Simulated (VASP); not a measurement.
# Os (P6_3/mmc) in VASP: a series of runs

Runs on Os. Level: PBE. Tasks: single point.

Program: VASP 6.6.1. These are calculated values, not measurements. Logs are shortened: lines on timing, memory, paths and dates and some standing lists are left out, and cuts for length are marked.

### 1 The cell of the first run

The structure is hexagonal, space group P6_3/mmc (No. 194). The conventional cell has a = 2.756 Å, b = 2.756 Å, c = 4.343 Å, α = 90.00°, β = 90.00°, γ = 120.00°. Os (site symmetry -6m2) has 12 Os at 2.69 to 2.76 Å within 3.5 Å.

### 2 Single point, PBE

INCAR

```
PREC = Accurate
ENCUT = 520
EDIFF = 1E-7
ISMEAR = 0
SIGMA = 0.1
LREAL = F
LASPH = T
NELM = 60
ALGO = Normal
ISIF = 2
LWAVE = F
LCHARG = F
GGA = PE
NBANDS = 15
```

KPOINTS

```
regular mesh
0
Gamma
  13 13 7
```

POSCAR

```
Os
1.0
    2.7559294133      0.0000000000      0.0000000000
   -1.3779647066      2.3867048830      0.0000000000
    0.0000000000      0.0000000000      4.3426533301
Os
2
Direct
    0.3333333333      0.6666666667      0.2500000000
    0.6666666667      0.3333333333      0.7500000000
```

Potentials or basis: VASP PAW PBE potentials, release 64 (Os).

Started as:

```
> cat potpaw_PBE.64/Os/POTCAR > POTCAR
> mpirun -np 1 vasp_std > vasp.out
```

OUTCAR:

```text
PREC = Accurate
   ENCUT = 520
   EDIFF = 1E-7
   ISMEAR = 0
   LREAL = F
   LASPH = T
   NELM = 60
   ISIF = 2
   GGA = PE

 ion  position               nearest neighbor table
   1  0.333  0.667  0.250-   2 2.69   2 2.69   2 2.69   2 2.69   2 2.69   2 2.69
   2  0.667  0.333  0.750-   1 2.69   1 2.69   1 2.69   1 2.69   1 2.69   1 2.69

  LATTYP: Found a hexagonal cell.
 ALAT       =     2.7559294133
 C/A-ratio  =     1.5757491136

  Lattice vectors:

 A1 = (   2.7559294133,   0.0000000000,   0.0000000000)
 A2 = (  -1.3779647066,   2.3867048830,   0.0000000000)
 A3 = (   0.0000000000,   0.0000000000,   4.3426533301)

Analysis of symmetry for initial positions (statically):
=====================================================================
 Subroutine PRICEL returns:
 Original cell was already a primitive cell.

 Routine SETGRP: Setting up the symmetry group for a
 hexagonal supercell.

 Subroutine GETGRP returns: Found 24 space group operations
 (whereof 12 operations were pure point group operations)
 out of a pool of 24 trial point group operations.

The static configuration has the point symmetry D_3d.
 The point group associated with its full space group is D_6h.

Analysis of symmetry for dynamics (positions and initial velocities):
=====================================================================
 Subroutine PRICEL returns:
 Original cell was already a primitive cell.

 Routine SETGRP: Setting up the symmetry group for a
 hexagonal supercell.

 Subroutine GETGRP returns: Found 24 space group operations
 (whereof 12 operations were pure point group operations)
 out of a pool of 24 trial point group operations.

The dynamic configuration has the point symmetry D_3d.
 The point group associated with its full space group is D_6h.

 Subroutine INISYM returns: Found 24 space group operations
 (whereof 12 operations are pure point group operations),
 and found     1 'primitive' translations

----------------------------------------------------------------------------------------

                                     Primitive cell

  volume of cell :      28.5642

  direct lattice vectors                    reciprocal lattice vectors
     2.755929413  0.000000000  0.000000000     0.362853996  0.209493852  0.000000000
    -1.377964707  2.386704883  0.000000000     0.000000000  0.418987704  0.000000000
     0.000000000  0.000000000  4.342653330     0.000000000  0.000000000  0.230273965

  length of vectors
     2.755929413  2.755929413  4.342653330     0.418987704  0.418987704  0.230273965

  position of ions in fractional coordinates (direct lattice)
     0.333333333  0.666666667  0.250000000
     0.666666667  0.333333333  0.750000000

  ion indices of the primitive-cell ions
   primitive index   ion index
                 1           1
                 2           2

----------------------------------------------------------------------------------------

 KPOINTS: regular mesh

Automatic generation of k-mesh.
 Grid dimensions read from file:
 generate k-points for:   13   13    7

 Generating k-lattice:

  Cartesian coordinates                     Fractional coordinates (reciprocal lattice)
     0.027911846  0.016114912  0.000000000     0.076923077  0.000000000  0.000000000
     0.000000000  0.032229823  0.000000000     0.000000000  0.076923077  0.000000000
     0.000000000  0.000000000  0.032896281     0.000000000  0.000000000  0.142857143

  Length of vectors
     0.032229823  0.032229823  0.032896281

  Shift w.r.t. Gamma in fractional coordinates (k-lattice)
     0.000000000  0.000000000  0.000000000

 Subroutine IBZKPT returns following result:
 ===========================================

 Found     84 irreducible k-points:

 Following reciprocal coordinates:
            Coordinates               Weight
  0.000000  0.000000  0.000000      1.000000
  0.076923  0.000000  0.000000      6.000000
  0.153846 -0.000000  0.000000      6.000000
  0.230769  0.000000  0.000000      6.000000
  0.307692 -0.000000  0.000000      6.000000
  0.384615  0.000000  0.000000      6.000000
[... 16 lines left out ...]
  0.076923  0.000000  0.142857     12.000000
  0.153846 -0.000000  0.142857     12.000000
 [... further k-points ...]
   k-points           NKPTS =     84   k-points in BZ     NKDIM =     84   number of bands    NBANDS=     15
   number of dos      NEDOS =    301   number of ions     NIONS =      2
   total plane-waves  NPLWV =  12800
   dimension x,y,z NGX =    20 NGY =   20 NGZ =   32
   dimension x,y,z NGXF=    40 NGYF=   40 NGZF=   64
   ions per type =               2
   NGX,Y,Z   is equivalent  to a cutoff of  12.06, 12.06, 12.25 a.u.
   NGXF,Y,Z  is equivalent  to a cutoff of  24.13, 24.13, 24.50 a.u.
 SYSTEM =  unknown system
   PREC   = accura    normal or accurate (medium, high low for compatibility)
   ISTART =      0    job   : 0-new  1-cont  2-samecut
   ICHARG =      2    charge: 1-file 2-atom 10-const
   ISPIN  =      1    spin polarized calculation?
   LNONCOLLINEAR =      F non collinear calculations
   LSORBIT =      F    spin-orbit coupling
   LASPH  =      T    aspherical Exc in radial PAW
   ENCUT  =  520.0 eV  38.22 Ry    6.18 a.u.   5.12  5.12  8.07*2*pi/ulx,y,z
   NELM   =     60;   NELMIN=  2; NELMDL= -5     # of ELM steps
   EDIFF  = 0.1E-06   stopping-criterion for ELM
   LREAL  =      F    real-space projection
   EDIFFG = 0.1E-05   stopping-criterion for IOM
   NSW    =      0    number of steps for IOM
   IBRION =     -1    ionic relax: 0-MD 1-quasi-New 2-CG
   NFREE  =      0    steps in history (QN), initial steepest desc. (CG)
   ISIF   =      2    stress and relaxation
   ISYM   =      2    0-nonsym 1-usesym 2-fastsym
   POTIM  = 0.5000    time-step for ionic-motion
   TEBEG  =    0.0;   TEEND  =   0.0 temperature during run
   PSTRESS=    0.0 pullay stress
   NELECT =      16.0000    total number of electrons
   NUPDOWN=      -1.0000    fix difference up-down
   EMIN   =  10.00;   EMAX   =-10.00  energy-range for DOS
   EFERMI =   0.00;   METHOD = LEGACY
   ISMEAR =     0;   SIGMA  =   0.10  broadening in eV -4-tet -1-fermi 0-gaus
   EFERMI_NEDOS =   21; number of points for ismear=-14 and -15
   IALGO  =     38    algorithm
   IMIX   =      4    mixing-type and parameters
     AMIX     =   0.40;   BMIX     =  1.00
     AMIX_MAG =   1.60;   BMIX_MAG =  1.00
  volume/ion in A,a.u.               =      14.28        96.38
  Fermi-wavevector in a.u.,A,eV,Ry     =   1.349504  2.550193 24.778399  1.821161
  Thomas-Fermi vector in A             =   2.477085
   LORBIT       =      0    0 simple, 1 ext, 2 COOP (PROOUT), +10 PAW based schemes
   GGA     = PE    functional components
   LHFCALC =     F    Hartree Fock is set to
   AEXX    =    0.0000 exact exchange contribution
   IVDW    =     0    specifies the selected vdW correction
   LEPSILON=     F    determine dielectric tensor
   LRPA    =     F    only Hartree local field effects (RPA)
 non-spin polarized calculation
 Gauss-broadening in eV      SIGMA  =   0.10
  energy-cutoff  :      520.00
  volume of cell :       28.56
 maximum number of plane-waves:       782
   NGX = 11   NGY = 11   NGZ = 17

 number of electron      15.9999999 magnetization

 Free energy of the ion-electron system (eV)
  ---------------------------------------------------
  ext. energy  EPLUGINS =         0.00000000
  ---------------------------------------------------
  free energy    TOTEN  =       -22.50303935 eV

  energy without entropy =      -22.49805340  energy(sigma->0) =      -22.50054638

 E-fermi :   9.2323     XC(G=0): -13.9372

 val. band max:        9.2151985926   @ k =   0.3077   0.3077   0.2857
 cond. band min:       9.3150839211   @ k =   0.3846   0.2308   0.2857
 fundamental gap:      0.0998853285
 Fermi energy:         9.2322896692

 k-point     1 :       0.0000    0.0000    0.0000
  band No.  band energies     occupation
      1      -1.6005      2.00000
      2       1.5608      2.00000
      3       6.1899      2.00000
      4       6.1899      2.00000
      5       6.4708      2.00000
      6       7.0102      2.00000
      7       7.0102      2.00000
      8       7.6192      2.00000
      9       7.6192      2.00000
     10       9.2120      1.22582
     11      10.7937      0.00000
     12      10.7937      0.00000
     13      18.0187      0.00000
     14      23.1794      0.00000
     15      25.9210      0.00000

 k-point     2 :       0.0769    0.0000    0.0000
  band No.  band energies     occupation
      1      -1.3674      2.00000
      2       1.7662      2.00000
      3       5.7640      2.00000
      4       6.3942      2.00000
      5       6.8105      2.00000
      6       6.9027      2.00000
      7       7.2005      2.00000
      8       7.3157      2.00000
      9       7.4568      2.00000
     10       8.3185      2.00000
     11      10.9059      0.00000
     12      12.0594      0.00000
     13      17.9973      0.00000
     14      23.6510      0.00000
     15      26.2182      0.00000

 k-point     3 :       0.1538   -0.0000    0.0000
  band No.  band energies     occupation
      1      -0.7050      2.00000
      2       2.2959      2.00000
      3       5.1957      2.00000
      4       6.2136      2.00000
      5       6.5146      2.00000
      6       6.9919      2.00000
      7       7.0644      2.00000
      8       7.4263      2.00000
      9       7.7086      2.00000
     10       7.7534      2.00000
     11      11.1571      0.00000
     12      14.0005      0.00000
     13      17.8842      0.00000
     14      24.6821      0.00000
     15      26.7279      0.00000

 k-point     4 :       0.2308    0.0000    0.0000
  band No.  band energies     occupation
      1       0.2599      2.00000
      2       2.7822      2.00000
      3       4.8878      2.00000
      4       4.9856      2.00000
      5       6.2385      2.00000
      6       6.6023      2.00000
      7       7.3448      2.00000
      8       7.9310      2.00000
      9       8.2130      2.00000
     10       8.6116      2.00000
     11      11.4152      0.00000
     12      16.0261      0.00000
     13      17.6504      0.00000
     14      23.6216      0.00000
     15      25.6586      0.00000
[... 307 lines left out ...]
 k-point    22 :       0.0000    0.0000    0.1429
  band No.  band energies     occupation
      1      -1.3529      2.00000
      2       1.5880      2.00000
      3       6.0456      2.00000
      4       6.0456      2.00000
      5       6.3283      2.00000
      6       6.8501      2.00000
      7       6.8501      2.00000
      8       7.9842      2.00000
      9       7.9842      2.00000
     10       8.4250      2.00000
     11      10.8174      0.00000
     12      10.8174      0.00000
     13      19.1447      0.00000
     14      22.7493      0.00000
     15      26.1568      0.00000

 k-point    23 :       0.0769    0.0000    0.1429
  band No.  band energies     occupation
      1      -1.1245      2.00000
      2       1.8006      2.00000
      3       5.7330      2.00000
      4       6.2157      2.00000
      5       6.4517      2.00000
      6       6.5637      2.00000
      7       7.0253      2.00000
      8       7.7369      2.00000
      9       7.8762      2.00000
     10       8.0984      2.00000
     11      10.9084      0.00000
     12      11.6717      0.00000
     13      19.1516      0.00000
     14      23.2186      0.00000
     15      26.4330      0.00000

 k-point    24 :       0.1538   -0.0000    0.1429
  band No.  band energies     occupation
      1      -0.4807      2.00000
      2       2.3537      2.00000
      3       5.2276      2.00000
      4       5.7144      2.00000
      5       6.3691      2.00000
      6       6.6003      2.00000
      7       7.2898      2.00000
      8       7.4587      2.00000
      9       7.8215      2.00000
     10       8.1282      2.00000
     11      11.1088      0.00000
     12      13.1797      0.00000
     13      19.1431      0.00000
     14      24.3487      0.00000
     15      26.3922      0.00000

 [... further k-points ...]

------------------------ aborting loop because EDIFF is reached ----------------------------------------

  FORCE on cell =-STRESS in cart. coord.  units (eV):
  Direction    XX          YY          ZZ          XY          YZ          ZX
  --------------------------------------------------------------------------------------
  -------------------------------------------------------------------------------------
  Total       -0.0566533     -0.0566533     -0.0878602     -0.0000000     -0.0000000      0.0000000
  in kB       -3.1777053     -3.1777053     -4.9281134     -0.0000000     -0.0000000      0.0000000
  external PRESSURE =      -3.7611747 kB  Pullay stress =       0.0000000 kB

 VOLUME and BASIS-vectors are now :
 -----------------------------------------------------------------------------
  energy-cutoff  :      520.00
  volume of cell :       28.56
      direct lattice vectors                 reciprocal lattice vectors
     2.755929413  0.000000000  0.000000000     0.362853996  0.209493852  0.000000000
    -1.377964707  2.386704883  0.000000000     0.000000000  0.418987704  0.000000000
     0.000000000  0.000000000  4.342653330     0.000000000  0.000000000  0.230273965

 POSITION                                       TOTAL-FORCE (eV/Angst)
 -----------------------------------------------------------------------------------
     -0.00000      1.59114      1.08566         0.000000      0.000000      0.000000
      1.37796      0.79557      3.25699        -0.000000      0.000000      0.000000
 -----------------------------------------------------------------------------------
    total drift:                               -0.000000      0.000000     -0.000000

  FREE ENERGIE OF THE ION-ELECTRON SYSTEM (eV)
  ---------------------------------------------------
  free  energy   TOTEN  =       -22.5030393535 eV

  energy  without entropy=      -22.4980534049  energy(sigma->0) =      -22.50054638
```

Wall time 31 s (1 thread of Intel Xeon 8259CL, shared host); peak memory 0.16 GiB.

Results:

```yaml
Free_energy: -22.5030 eV
Pressure: -0.4 GPa
Band_gap_on_the_k_mesh: zero (bands 8 and 9 overlap by 3.69 eV)
```

Caveat: spin-orbit coupling is left out, which moves the levels of the heavy elements.

### 3 Single point, PBE

INCAR

```
SYSTEM = Os
PREC = Accurate
ENCUT = 520
EDIFF = 1E-7
ISMEAR = 0
SIGMA = 0.2
LREAL = .False.
LASPH = .True.
NELM = 60
ALGO = Normal
ISIF = 2
LWAVE = .False.
LCHARG = .False.
GGA = PE
NBANDS = 15
```

KPOINTS

```
Automatic mesh
0
Gamma
  13 13 7
  0 0 0
```

POSCAR is that of step 2.

Potentials or basis: VASP PAW PBE potentials, release 64 (Os).

Started as:

```
> cat potpaw_PBE.64/Os/POTCAR > POTCAR
> mpirun -np 1 vasp_std > vasp.out
```

OUTCAR:

```text
SYSTEM = Os
   PREC = Accurate
   ENCUT = 520
   EDIFF = 1E-7
   ISMEAR = 0
   LREAL = .False.
   LASPH = .True.
   NELM = 60
   ISIF = 2
   GGA = PE

 ion  position               nearest neighbor table
   1  0.333  0.667  0.250-   2 2.69   2 2.69   2 2.69   2 2.69   2 2.69   2 2.69
   2  0.667  0.333  0.750-   1 2.69   1 2.69   1 2.69   1 2.69   1 2.69   1 2.69

  LATTYP: Found a hexagonal cell.
 ALAT       =     2.7559294133
 C/A-ratio  =     1.5757491136

  Lattice vectors:

 A1 = (   2.7559294133,   0.0000000000,   0.0000000000)
 A2 = (  -1.3779647066,   2.3867048830,   0.0000000000)
 A3 = (   0.0000000000,   0.0000000000,   4.3426533301)

Analysis of symmetry for initial positions (statically):
=====================================================================
 Subroutine PRICEL returns:
 Original cell was already a primitive cell.

 Routine SETGRP: Setting up the symmetry group for a
 hexagonal supercell.

 Subroutine GETGRP returns: Found 24 space group operations
 (whereof 12 operations were pure point group operations)
 out of a pool of 24 trial point group operations.

The static configuration has the point symmetry D_3d.
[... 179 lines left out ...]
      8       7.6165      2.00000
      9       7.6165      2.00000
     10       9.2111      1.11710
     11      10.7910      0.00000
     12      10.7910      0.00000
     13      18.0168      0.00000
     14      23.1812      0.00000
[... 401 lines left out ...]
      2       2.3539      2.00000
      3       5.2275      2.00000
      4       5.7134      2.00000
      5       6.3677      2.00000
      6       6.5994      2.00000
      7       7.2890      2.00000
      8       7.4583      2.00000
      9       7.8206      2.00000
     10       8.1261      2.00000
     11      11.1062      0.00000
     12      13.1773      0.00000
     13      19.1415      0.00000
     14      24.3498      0.00000
     15      26.3920      0.00000

 [... further k-points ...]

------------------------ aborting loop because EDIFF is reached ----------------------------------------

  FORCE on cell =-STRESS in cart. coord.  units (eV):
  Direction    XX          YY          ZZ          XY          YZ          ZX
  --------------------------------------------------------------------------------------
  -------------------------------------------------------------------------------------
  Total       -0.0374426     -0.0374426     -0.0711614     -0.0000000     -0.0000000      0.0000000
  in kB       -2.1001684     -2.1001684     -3.9914741     -0.0000000     -0.0000000      0.0000000
  external PRESSURE =      -2.7306036 kB  Pullay stress =       0.0000000 kB

 VOLUME and BASIS-vectors are now :
 -----------------------------------------------------------------------------
  energy-cutoff  :      520.00
  volume of cell :       28.56
      direct lattice vectors                 reciprocal lattice vectors
     2.755929413  0.000000000  0.000000000     0.362853996  0.209493852  0.000000000
    -1.377964707  2.386704883  0.000000000     0.000000000  0.418987704  0.000000000
     0.000000000  0.000000000  4.342653330     0.000000000  0.000000000  0.230273965

 POSITION                                       TOTAL-FORCE (eV/Angst)
 -----------------------------------------------------------------------------------
     -0.00000      1.59114      1.08566         0.000000     -0.000000      0.000000
      1.37796      0.79557      3.25699        -0.000000      0.000000      0.000000
 -----------------------------------------------------------------------------------
    total drift:                               -0.000000      0.000000     -0.000000

  FREE ENERGIE OF THE ION-ELECTRON SYSTEM (eV)
  ---------------------------------------------------
  free  energy   TOTEN  =       -22.5111658887 eV

  energy  without entropy=      -22.4880651816  energy(sigma->0) =      -22.49961554
```

stdout:

```text
POSCAR found type information on POSCAR Os
 POSCAR found :  1 types and       2 ions
 scaLAPACK will be used
 LDA part: xc-table for (Slater+PW92), standard interpolation
 POSCAR, INCAR and KPOINTS ok, starting setup
 FFT: planning ... GRIDC
 FFT: planning ... GRID_SOFT
 FFT: planning ... GRID
 WAVECAR not read
 entering main loop
```

It took 35 s on 1 thread of Intel Xeon 8259CL, shared host; peak memory 0.16 GiB.

What came out:

- Free energy: -22.5112 eV
- Pressure: -0.3 GPa
- Band gap on the k mesh: zero (bands 8 and 9 overlap by 3.69 eV)

Stress tensor (GPa, compression positive):
```
-0.21  0.00  0.00
 0.00 -0.21  0.00
 0.00  0.00 -0.40
```

Caveat: spin-orbit coupling is left out, which moves the levels of the heavy elements.

### 4 Single point, PBE

INCAR

```
SYSTEM = Os
ALGO = Normal ; EDIFF = 1E-6
ENCUT = 520 ; GGA = PE
ISIF = 2 ; ISMEAR = 0
LASPH = .TRUE. ; LCHARG = .TRUE.
LELF = .TRUE. ; LREAL = .FALSE.
LVHAR = .TRUE. ; LWAVE = .FALSE.
NBANDS = 15 ; NELM = 60
PREC = Accurate ; SIGMA = 0.3
```

KPOINTS

```
k-points
0
G
  13 13 7
  0 0 0
```

POSCAR is that of step 3.

Started as:

```
> cat potpaw_PBE.64/Os/POTCAR > POTCAR
> mpirun -np 1 vasp_std > vasp.out
```

It took 32 s on 1 thread of Intel Xeon 8259CL, shared host; peak memory 0.16 GiB.

The run converged. Its results:

```yaml
Free_energy: -22.5262 eV
Pressure: -0.1 GPa
Band_gap_on_the_k_mesh: zero (bands 8 and 9 overlap by 3.69 eV)
```

Levels at points of the mesh, in eV from the Fermi level:
```csv
k point,band 5,band 6,band 7,band 8,band 9,band 10,band 11,band 12
"(0.00, 0.00, 0.00)",-2.75,-2.20,-2.20,-1.60,-1.60,0.00,1.58,1.58
```

Caveat: so wide a smearing shifts energies and pressures; spin-orbit coupling is left out, which moves the levels of the heavy elements.

(Part 1 of 2 ends here.)
